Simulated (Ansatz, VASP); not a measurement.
**Ta in VASP and in Ansatz**

```xyz
2
Lattice="2.8412 0.0000 0.0000 -1.4206 2.4605 0.0000 0.0000 0.0000 5.0608" Properties=species:S:1:pos:R:3 pbc="T T T"
Ta    0.0000    1.6403    1.2652
Ta    1.4206    0.8202    3.7956
```

Alike in both runs: task single point; functional PBE0; k mesh 6 × 6 × 4; occupations fermi-dirac, width 0.05 eV; no spin polarisation.

|  | VASP | Ansatz |
| --- | --- | --- |
| version | VASP 6.6.1 | Ansatz 0.2.0 |
| potentials or method | VASP PAW PBE potentials, release 64 (Ta_pv) | Ansatz PAW |
| plane-wave cutoff (eV) | 520 | 420 |
| valence electrons in the cell | 22 | 26 |

VASP gave:

| Quantity | Value |
| --- | --- |
| gap on the k mesh at the Fermi level (eV) | none |
| pressure (GPa) | 7.3 |
| traceless stress, the component that is largest in VASP (GPa) | -1.32 |

Task: Estimate Ansatz's values.

Result: gap on the k mesh at the Fermi level (eV): none; pressure (GPa): 8.7; traceless stress, the component that is largest in VASP (GPa): -1.48.

A gap of «none» marks a metal or a gap that the smearing closes. The functional is the same, so the differences come from potentials, cutoffs and numerics. VASP's potentials hold 22 valence electrons a cell and Ansatz's 26, so a difference there can come from the potentials and not from the codes.

The k mesh is coarse, so the values compare programs but aren't converged. Neither program's run includes spin-orbit coupling.
